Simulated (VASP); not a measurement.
A run of VASP 6.6.1:

Contents of INCAR:

```
SYSTEM = Te
  PREC = Accurate
  ENCUT = 520
  EDIFF = 1E-6
  ISMEAR = 0
  SIGMA = 0.1
  LREAL = .FALSE.
  LASPH = .TRUE.
  NELM = 80
  ALGO = Normal
  ISIF = 2
  LWAVE = .FALSE.
  LCHARG = .TRUE.
  GGA = PE
  LELF = .TRUE.
  LVHAR = .TRUE.
  NBANDS = 9
```

The input KPOINTS:

```
regular mesh
0
G
  18 18 16
  0 0 0
```

Contents of POSCAR:

```
Te
1.0
    3.1861328684      0.0000000000      0.0000000000
    0.0000000000      3.1898444707      0.0000000000
    0.0000000000      0.0000000000      3.2256634854
Te
1
Direct
    0.5000000000      0.5000000000      0.5000000000
```

Potentials or basis: VASP PAW PBE potentials, release 64 (Te).

Command:

```bash
$ cat potpaw_PBE.64/Te/POTCAR > POTCAR
$ mpirun -np 1 vasp_std > vasp.out
```

Hardware: 1 thread of Intel(R) Xeon(R) 6975P-C (Granite Rapids) (shared host).

Q: How long does it take, and how much memory?

A: Run time: 36 s on 1 thread of Intel(R) Xeon(R) 6975P-C (Granite Rapids), on a shared host, peak memory 0.35 GiB. Counts: scf iterations 10, k points 900.
